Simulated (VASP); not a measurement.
# Cu (P2/m) in VASP: a series of runs, part 2 of 2

VASP 6.6.1.

## 3. Single point, PBEsol

This run uses another cell than the first one.

Contents of INCAR:

```
SYSTEM = Cu
PREC = Accurate
ENCUT = 520
EDIFF = 1E-6
ISMEAR = 1
SIGMA = 0.15
LREAL = .False.
LASPH = .True.
NELM = 80
ALGO = Normal
ISIF = 2
LWAVE = .False.
LCHARG = .False.
GGA = PS
NBANDS = 12
```

Contents of KPOINTS:

```
regular mesh
0
Gamma
  3 13 2
  0 0 0
```

Contents of POSCAR:

```
Cu
1.0
   11.4138799978      0.0000000000      0.0000000000
    0.0000000000      2.2079622824      0.0000000000
   -4.5335133000      0.0000000000     21.4495227543
Cu
1
Direct
    0.5000000000      0.5000000000      0.5000000000
```

Potentials or basis: VASP PAW PBE potentials, release 64 (Cu).

On the command line:

```
cat potpaw_PBE.64/Cu/POTCAR > POTCAR
mpirun -np 1 vasp_std > vasp.out
```

OUTCAR:

```text
SYSTEM = Cu
   PREC = Accurate
   ENCUT = 520
   EDIFF = 1E-6
   ISMEAR = 1
   LREAL = .False.
   LASPH = .True.
   NELM = 80
   ISIF = 2
   GGA = PS

 ion  position               nearest neighbor table
   1  0.500  0.500  0.500-

  LATTYP: Found a simple monoclinic cell.
 ALAT       =    11.4138799978
 B/A-ratio  =     0.1934453738
 C/A-ratio  =     1.9207652505
 COS(beta)  =    -0.2067889375

  Lattice vectors:

 A1 = (  11.4138799978,   0.0000000000,   0.0000000000)
 A2 = (   0.0000000000,   2.2079622824,   0.0000000000)
 A3 = (  -4.5335133000,   0.0000000000,  21.4495227543)

Analysis of symmetry for initial positions (statically):
=====================================================================
 Subroutine PRICEL returns:
 Original cell was already a primitive cell.

 Routine SETGRP: Setting up the symmetry group for a
 simple monoclinic supercell.

 Subroutine GETGRP returns: Found  4 space group operations
 (whereof  4 operations were pure point group operations)
 out of a pool of  4 trial point group operations.

The static configuration has the point symmetry C_2h.

Analysis of symmetry for dynamics (positions and initial velocities):
=====================================================================
 Subroutine PRICEL returns:
 Original cell was already a primitive cell.

 Routine SETGRP: Setting up the symmetry group for a
 simple monoclinic supercell.

 Subroutine GETGRP returns: Found  4 space group operations
 (whereof  4 operations were pure point group operations)
 out of a pool of  4 trial point group operations.

The dynamic configuration has the point symmetry C_2h.

 Subroutine INISYM returns: Found  4 space group operations
 (whereof  4 operations are pure point group operations),
 and found     1 'primitive' translations

----------------------------------------------------------------------------------------

[... 116 lines left out ...]
   LHFCALC =     F    Hartree Fock is set to
   AEXX    =    0.0000 exact exchange contribution
   IVDW    =     0    specifies the selected vdW correction
   LEPSILON=     F    determine dielectric tensor
   LRPA    =     F    only Hartree local field effects (RPA)
 non-spin polarized calculation
 Methfessel and Paxton  Order N= 1 SIGMA  =   0.15
  energy-cutoff  :      520.00
  volume of cell :      540.56
 maximum number of plane-waves:     14653
 NGX is ok and might be reduce to    90
   NGX = 43   NGY =  9   NGZ = 81

 number of electron      10.9999994 magnetization

 Free energy of the ion-electron system (eV)
  ---------------------------------------------------
  ext. energy  EPLUGINS =         0.00000000
  ---------------------------------------------------
  free energy    TOTEN  =        -1.94118355 eV

  energy without entropy =       -1.94231930  energy(sigma->0) =       -1.94156214

 E-fermi :  -5.0739     XC(G=0):  -0.7679

 val. band max:       -5.1103228736   @ k =   0.3333   0.0000   0.5000
 cond. band min:      -4.4571213948   @ k =   0.0000   0.3077   0.5000
 fundamental gap:      0.6532014788
 Fermi energy:        -5.0738794072

 k-point     1 :       0.0000    0.0000    0.0000
  band No.  band energies     occupation
      1      -8.7533      2.00000
      2      -6.2755      2.00000
      3      -6.0531      2.00000
      4      -6.0530      2.00000
      5      -5.1103      1.39810
      6      -5.1103      1.39808
      7      -2.1495     -0.00000
      8      -2.1422     -0.00000
      9       0.0379      0.00000
     10       0.4417      0.00000
     11       0.5321      0.00000
     12       0.9966      0.00000
[... 331 lines left out ...]
 k-point    24 :       0.3333    0.3077    0.5000
  band No.  band energies     occupation
      1      -6.5877      2.00000
      2      -6.5877      2.00000
      3      -5.9737      2.00000
      4      -5.7436      2.00000
      5      -5.7436      2.00000
      6      -4.4571     -0.00000
      7       1.2670      0.00000
      8       1.2746      0.00000
      9       3.1178      0.00000
     10       3.3529      0.00000
     11       3.6193      0.00000
     12       3.7058      0.00000

 [... further k-points ...]

------------------------ aborting loop because EDIFF is reached ----------------------------------------

  FORCE on cell =-STRESS in cart. coord.  units (eV):
  Direction    XX          YY          ZZ          XY          YZ          ZX
  --------------------------------------------------------------------------------------
  -------------------------------------------------------------------------------------
  Total       -0.0055965      0.7570589     -0.0057144      0.0000000      0.0000000      0.0001556
  in kB       -0.0165876      2.2438697     -0.0169372      0.0000000      0.0000000      0.0004611
  external PRESSURE =       0.7367817 kB  Pullay stress =       0.0000000 kB

 VOLUME and BASIS-vectors are now :
 -----------------------------------------------------------------------------
  energy-cutoff  :      520.00
  volume of cell :      540.56
      direct lattice vectors                 reciprocal lattice vectors
    11.413879998  0.000000000  0.000000000     0.087612626  0.000000000  0.018517568
     0.000000000  2.207962282  0.000000000     0.000000000  0.452906287  0.000000000
    -4.533513300  0.000000000 21.449522754     0.000000000  0.000000000  0.046621084

 POSITION                                       TOTAL-FORCE (eV/Angst)
 -----------------------------------------------------------------------------------
      3.44018      1.10398     10.72476         0.000000      0.000000      0.000000
 -----------------------------------------------------------------------------------
    total drift:                                0.000000     -0.000000     -0.000000

  FREE ENERGIE OF THE ION-ELECTRON SYSTEM (eV)
  ---------------------------------------------------
  free  energy   TOTEN  =        -1.9411835521 eV

  energy  without entropy=       -1.9423193010  energy(sigma->0) =       -1.94156214
```

OSZICAR:

```text
N       E                     dE             d eps       ncg     rms          rms(c)
DAV:   1     0.655263335589E+02    0.65526E+02   -0.28894E+03   672   0.554E+02
DAV:   2     0.430770123263E+00   -0.65096E+02   -0.47245E+02   796   0.127E+02
DAV:   3    -0.210904256994E+01   -0.25398E+01   -0.24238E+01  1000   0.258E+01
DAV:   4    -0.218131121251E+01   -0.72269E-01   -0.71054E-01   828   0.584E+00
[... 11 lines left out ...]
DAV:  16    -0.194114265447E+01   -0.38288E-04   -0.18265E-06   768   0.559E-03    0.672E-04
DAV:  17    -0.194117008610E+01   -0.27432E-04   -0.18051E-06   716   0.787E-03    0.846E-04
DAV:  18    -0.194117975471E+01   -0.96686E-05   -0.44389E-07   804   0.484E-03    0.192E-04
DAV:  19    -0.194118283409E+01   -0.30794E-05   -0.17175E-07   780   0.359E-03    0.433E-04
DAV:  20    -0.194118355215E+01   -0.71806E-06   -0.65262E-08   832   0.397E-03
   1 F= -.19411836E+01 E0= -.19415621E+01  d E =0.113575E-02
```

It took 1.7 min on 1 thread of Intel Xeon 6975P-C (Granite Rapids), shared host; peak memory 0.62 GiB.

What came out:

| Property | Result |
| --- | --- |
| Free energy | -1.9412 eV |
| Pressure | 0.1 GPa |
| Band gap on the k mesh | zero (an odd number of electrons rules out a gap without spin polarisation) |

Levels at points of the mesh, in eV from the Fermi level:
```
           k point  band 3  band 4  band 5  band 6  band 7  band 8  band 9  band 10
(0.00, 0.00, 0.00)   -0.98   -0.98   -0.04   -0.04    2.92    2.93    5.11     5.52
(0.00, 0.00, 0.50)   -0.98   -0.98   -0.04   -0.04    2.92    2.93    5.14     5.37
```

Caveat: the PAW data sets were made with another functional, which shifts forces and pressure a little.

## 4. Single point, PBEsol

This run uses another cell than the first one.

Contents of INCAR:

```
ALGO = Normal ; EDIFF = 1E-6
ENCUT = 520 ; GGA = PS
ISIF = 2 ; ISMEAR = 1
LASPH = True ; LCHARG = False
LREAL = False ; LWAVE = False
NBANDS = 12 ; NELM = 100
PREC = Accurate ; SIGMA = 0.15
```

Contents of KPOINTS:

```
k-points
0
Gamma
  3 13 2
```

Contents of POSCAR:

```
Cu
1.0
   11.4925988991      0.0000000000      0.0000000000
    0.0000000000      2.2231900897      0.0000000000
   -4.5647798970      0.0000000000     21.5974551721
Cu
1
Direct
    0.5000000000      0.5000000000      0.5000000000
```

On the command line:

```
cat potpaw_PBE.64/Cu/POTCAR > POTCAR
mpirun -np 1 vasp_std > vasp.out
```

Run time: 1.9 min. Hardware: 1 thread of Intel Xeon 6975P-C (Granite Rapids), shared host; peak memory 0.66 GiB.

It converged, with:

```yaml
Free_energy: -1.9455 eV
Pressure: 0.0 GPa
Band_gap_on_the_k_mesh: zero (an odd number of electrons rules out a gap without spin polarisation)
```

Stress tensor (GPa, compression positive):
```
0.00 0.00 0.00
0.00 0.14 0.00
0.00 0.00 0.00
```

Levels at points of the mesh, in eV from the Fermi level:
```tsv
k point	band 4	band 5	band 6	band 7	band 8	band 9
(0.00, 0.00, 0.00)	-0.95	-0.04	-0.04	2.95	2.96	5.12
(0.00, 0.00, 0.50)	-0.95	-0.04	-0.04	2.95	2.96	5.15
```

Caveat: the PAW data sets were made with another functional, which shifts forces and pressure a little.

## 5. Single point, PBEsol

This run uses another cell than the first one.

Contents of INCAR:

```
PREC = Accurate
ENCUT = 520
EDIFF = 1E-6
ISMEAR = 1
SIGMA = 0.15
LREAL = False
LASPH = True
NELM = 80
ALGO = Normal
ISIF = 2
LWAVE = False
LCHARG = False
GGA = PS
NBANDS = 12
```

Contents of KPOINTS:

```
Automatic mesh
0
Gamma
  3 13 2
```

Contents of POSCAR:

```
Cu
1.0
   11.5702539500      0.0000000000      0.0000000000
    0.0000000000      2.2382121000      0.0000000000
   -4.5956239400      0.0000000000     21.7433883500
Cu
1
Direct
    0.5000000000      0.5000000000      0.5000000000
```

On the command line:

```
cat potpaw_PBE.64/Cu/POTCAR > POTCAR
mpirun -np 1 vasp_std > vasp.out
```

It took 1.7 min on 1 thread of Intel Xeon 6975P-C (Granite Rapids), shared host; peak memory 0.67 GiB.

Results (log left out):

```yaml
Free_energy: -1.9480 eV
Pressure: 0.0 GPa
Band_gap_on_the_k_mesh: zero (an odd number of electrons rules out a gap without spin polarisation)
```

Levels at points of the mesh, in eV from the Fermi level:
| k point | band 3 | band 4 | band 5 | band 6 | band 7 | band 8 | band 9 | band 10 |
| --- | --- | --- | --- | --- | --- | --- | --- | --- |
| (0.00, 0.00, 0.00) | -0.92 | -0.92 | -0.04 | -0.04 | 2.98 | 2.99 | 5.13 | 5.53 |
| (0.00, 0.00, 0.50) | -0.92 | -0.92 | -0.04 | -0.04 | 2.98 | 2.99 | 5.16 | 5.38 |

Caveat: the PAW data sets were made with another functional, which shifts forces and pressure a little.

## 6. Summary

```csv
cell,gap on the mesh (eV),pressure (GPa)
"a = 11.334, b = 2.193, c = 21.770 Å, angles 90.0, 101.9, 90.0°, 1 atom",none,0.1
"a = 11.414, b = 2.208, c = 21.923 Å, angles 90.0, 101.9, 90.0°, 1 atom",none,0.1
"a = 11.493, b = 2.223, c = 22.075 Å, angles 90.0, 101.9, 90.0°, 1 atom",none,0.0
"a = 11.570, b = 2.238, c = 22.224 Å, angles 90.0, 101.9, 90.0°, 1 atom",none,0.0
```

Alike in all rows: task single point; level PBEsol; potentials or basis VASP PAW PBE potentials, release 64 (Cu); no spin polarisation; k mesh 3 × 13 × 2; cutoff (eV) 520; smearing methfessel-paxton 0.15 eV.

Caveats: the PAW data sets were made with another functional, which shifts forces and pressure a little.

Absolute energies hang on the potentials; compare differences alone.

The gap in the log of VASP goes by the Fermi energy; the results here count the filled bands.